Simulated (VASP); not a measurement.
# Zn (R-3m) in VASP: further runs, part 2 of 2

VASP 6.6.1. Earlier steps stand in the parts before.

### Step 4. Single point, PBEsol

This run uses another cell than the first one, of the same volume but with other edges.

File INCAR:

```
  ALGO = Fast
  EDIFF = 1E-6
  ENCUT = 520
  GGA = PS
  ISIF = 2
  ISMEAR = 0
  LASPH = True
  LCHARG = True
  LELF = True
  LREAL = False
  LVHAR = True
  LWAVE = False
  NBANDS = 12
  NELM = 100
  PREC = Accurate
  SIGMA = 0.15
```

File KPOINTS:

```
k-points
0
Gamma
  22 22 22
```

File POSCAR:

```
Zn
1.0
   -1.3034002403      1.5090867920      1.5090867920
    1.5090867920     -1.3034002403      1.5090867920
    1.5090867920      1.5090867920     -1.3034002403
Zn
1
Direct
    0.0000000000      0.0000000000      0.0000000000
```

Potentials or basis: VASP PAW PBE potentials, release 64 (Zn).

Launch:

```console
cat potpaw_PBE.64/Zn/POTCAR > POTCAR
mpirun -np 1 vasp_std > vasp.out
```

OUTCAR:

```text
EDIFF = 1E-6
   ENCUT = 520
   GGA = PS
   ISIF = 2
   ISMEAR = 0
   LASPH = True
   LREAL = False
   NELM = 100
   PREC = Accurate

 ion  position               nearest neighbor table
   1  0.000  0.000  0.000-

  LATTYP: Found a trigonal (rhomboedric) cell.
 ALAT       =     2.5007075155
 COS(alpha) =    -0.2648972803

  Lattice vectors:

 A1 = (  -1.3034002403,   1.5090867920,   1.5090867920)
 A2 = (   1.5090867920,  -1.3034002403,   1.5090867920)
 A3 = (   1.5090867920,   1.5090867920,  -1.3034002403)

Analysis of symmetry for initial positions (statically):
=====================================================================
 Subroutine PRICEL returns:
 Original cell was already a primitive cell.

 Routine SETGRP: Setting up the symmetry group for a
 trigonal (rhombohedral) supercell.

 Subroutine GETGRP returns: Found 12 space group operations
 (whereof 12 operations were pure point group operations)
 out of a pool of 12 trial point group operations.

The static configuration has the point symmetry D_3d.

Analysis of symmetry for dynamics (positions and initial velocities):
=====================================================================
 Subroutine PRICEL returns:
 Original cell was already a primitive cell.

 Routine SETGRP: Setting up the symmetry group for a
 trigonal (rhombohedral) supercell.

 Subroutine GETGRP returns: Found 12 space group operations
 (whereof 12 operations were pure point group operations)
 out of a pool of 12 trial point group operations.

The dynamic configuration has the point symmetry D_3d.

 Subroutine INISYM returns: Found 12 space group operations
 (whereof 12 operations are pure point group operations),
 and found     1 'primitive' translations

----------------------------------------------------------------------------------------

                                     Primitive cell

  volume of cell :      13.5640
[... 113 lines left out ...]
   LHFCALC =     F    Hartree Fock is set to
   AEXX    =    0.0000 exact exchange contribution
   IVDW    =     0    specifies the selected vdW correction
   LEPSILON=     F    determine dielectric tensor
   LRPA    =     F    only Hartree local field effects (RPA)
 non-spin polarized calculation
 RMM-DIIS sequential band-by-band and
 Gauss-broadening in eV      SIGMA  =   0.15
  energy-cutoff  :      520.00
  volume of cell :       13.56
 maximum number of plane-waves:       387
   NGX =  9   NGY =  9   NGZ =  9

 number of electron      11.9999998 magnetization

 Free energy of the ion-electron system (eV)
  ---------------------------------------------------
  ext. energy  EPLUGINS =         0.00000000
  ---------------------------------------------------
  free energy    TOTEN  =        -1.43270537 eV

  energy without entropy =       -1.42893813  energy(sigma->0) =       -1.43082175

 E-fermi :   3.7716     XC(G=0): -12.3107

 val. band max:        3.7708596552   @ k =  -0.3636  -0.4091   0.0909
 cond. band min:       3.7725878296   @ k =  -0.2273  -0.4091   0.0909
 fundamental gap:      0.0017281744
 Fermi energy:         3.7716463063

 k-point     1 :       0.0000    0.0000    0.0000
  band No.  band energies     occupation
      1      -7.5626      2.00000
      2      -4.6228      2.00000
      3      -4.6228      2.00000
      4      -3.8262      2.00000
      5      -3.5490      2.00000
      6      -3.5490      2.00000
      7      21.4032      0.00000
      8      21.8984      0.00000
      9      21.8984      0.00000
     10      24.6338      0.00000
     11      24.6338      0.00000
     12      27.4409      0.00000
[... 331 lines left out ...]
 k-point    24 :      -0.4545    0.0455   -0.0000
  band No.  band energies     occupation
      1      -5.1793      2.00000
      2      -4.7968      2.00000
      3      -3.6045      2.00000
      4      -3.5682      2.00000
      5      -3.4354      2.00000
      6      -0.9209      2.00000
      7       3.3062      1.99999
      8      17.7975      0.00000
      9      18.7164      0.00000
     10      22.0903      0.00000
     11      24.2169      0.00000
     12      35.2822      0.00000

 [... further k-points ...]

------------------------ aborting loop because EDIFF is reached ----------------------------------------

  FORCE on cell =-STRESS in cart. coord.  units (eV):
  Direction    XX          YY          ZZ          XY          YZ          ZX
  --------------------------------------------------------------------------------------
  -------------------------------------------------------------------------------------
  Total        0.8107442      0.8107442      0.8107442     -0.3276582     -0.3276582     -0.3276582
  in kB       95.7649682     95.7649682     95.7649682    -38.7029323    -38.7029323    -38.7029323
  external PRESSURE =      95.7649682 kB  Pullay stress =       0.0000000 kB

 VOLUME and BASIS-vectors are now :
 -----------------------------------------------------------------------------
  energy-cutoff  :      520.00
  volume of cell :       13.56
      direct lattice vectors                 reciprocal lattice vectors
    -1.303400240  1.509086792  1.509086792    -0.042648980  0.312908215  0.312908215
     1.509086792 -1.303400240  1.509086792     0.312908215 -0.042648980  0.312908215
     1.509086792  1.509086792 -1.303400240     0.312908215  0.312908215 -0.042648980

 POSITION                                       TOTAL-FORCE (eV/Angst)
 -----------------------------------------------------------------------------------
      0.00000      0.00000      0.00000        -0.000000      0.000000     -0.000000
 -----------------------------------------------------------------------------------
    total drift:                                0.000000      0.000000      0.000000

  FREE ENERGIE OF THE ION-ELECTRON SYSTEM (eV)
  ---------------------------------------------------
  free  energy   TOTEN  =        -1.4327053689 eV

  energy  without entropy=       -1.4289381344  energy(sigma->0) =       -1.43082175
```

OSZICAR:

```text
N       E                     dE             d eps       ncg     rms          rms(c)
DAV:   1     0.415730288792E+02    0.41573E+02   -0.66077E+03 25712   0.164E+03
DAV:   2    -0.425347977948E+00   -0.41998E+02   -0.39589E+02 25348   0.216E+02
DAV:   3    -0.160617699533E+01   -0.11808E+01   -0.11789E+01 28264   0.358E+01
DAV:   4    -0.160854575764E+01   -0.23688E-02   -0.23687E-02 26900   0.153E+00
DAV:   5    -0.160854721260E+01   -0.14550E-05   -0.14549E-05 28300   0.371E-02    0.385E+00
RMM:   6    -0.144605339395E+01    0.16249E+00   -0.36223E-01 30374   0.817E+00    0.272E+00
RMM:   7    -0.143755249029E+01    0.85009E-02   -0.11756E-02 31593   0.165E+00    0.135E+00
RMM:   8    -0.143277972489E+01    0.47728E-02   -0.19361E-03 30553   0.383E-01    0.840E-02
RMM:   9    -0.143271812443E+01    0.61600E-04   -0.53854E-04 32314   0.358E-01    0.692E-02
RMM:  10    -0.143270520196E+01    0.12922E-04   -0.33521E-05 31872   0.657E-02    0.560E-03
RMM:  11    -0.143270536885E+01   -0.16689E-06   -0.28489E-06 24833   0.167E-02
   1 F= -.14327054E+01 E0= -.14308218E+01  d E =-.376723E-02
```

It took 53 s on 1 thread of Intel Xeon 6975P-C (Granite Rapids), shared host; peak memory 0.26 GiB.

What came out:

```
Free energy            : -1.4327 eV
Pressure               : 9.6 GPa
Band gap on the k mesh : zero (band 6 reaches 8.07 eV, above the bottom of band 7 at 1.97 eV)
```

Caveat: the PAW data sets were made with another functional, which shifts forces and pressure a little.

### Step 5. The runs side by side

| cell | gap on the mesh (eV) | pressure (GPa) |
| --- | --- | --- |
| a = 2.428 Å, angles 100.1°, 1 atom | none | 17.4 |
| a = 2.878 Å, angles 114.8°, 1 atom | none | 44.2 |
| a = 2.501 Å, angles 105.4°, 1 atom | none | 9.6 |

Alike in all rows: task single point; level PBEsol; potentials or basis VASP PAW PBE potentials, release 64 (Zn); no spin polarisation; k mesh 22 × 22 × 22; cutoff (eV) 520; smearing gaussian 0.15 eV.

Caveats: the PAW data sets were made with another functional, which shifts forces and pressure a little.

Total energies depend on the potentials used, so only differences within one code and one set of settings carry meaning.
